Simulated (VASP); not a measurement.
Runs of VASP 6.6.1 on C. The structure is that of space group Fd-3m (No. 227), or close to it. The cells are those of the table. 

```csv
task,level,cell,gap on the mesh (eV),pressure (GPa)
electric field gradients,PBE,"a = 2.501 Å, angles 60.0°, 2 atoms",4.19,(b)
single point,PBE,"a = 2.543 Å, angles 60.0°, 2 atoms",4.08,-8.0
single point,PBE,"a = 2.522 Å, angles 60.0°, 2 atoms",4.13,2.4
electric field gradients,PBE,"a = 2.560 Å, angles 58.0°, 2 atoms",4.03,3.8
single point,PBE,"a = 2.563 Å, angles 60.0°, 2 atoms",4.03,-17.3
electric field gradients,r2SCAN,"a = 2.522 Å, angles 60.0°, 2 atoms",4.32,-1.4
electric field gradients,PBE,"a = 2.543 Å, angles 60.0°, 2 atoms",4.08,-8.0
electric field gradients,PBE,"a = 2.522 Å, angles 60.0°, 2 atoms",4.13,2.4
electric field gradients,PBEsol,"a = 2.522 Å, angles 60.0°, 2 atoms",(c),-3.8
single point,PBE,"a = 2.479 Å, angles 60.0°, 2 atoms",(a),27.4
```

Alike in all rows: potentials or basis VASP PAW PBE potentials, release 64 (C); no spin polarisation; k mesh 20 × 20 × 20; cutoff (eV) 520; smearing fermi-dirac 0.08 eV.

Fill in the values left out.

(a) 4.25; (b) 14.2; (c) 4.01.

Caveats: the cell stands under tension (at least some runs); the cell stands under pressure (at least some runs); the PAW data sets were made with another functional, which shifts forces and pressure a little (at least some runs).

A k mesh can miss the band edges.
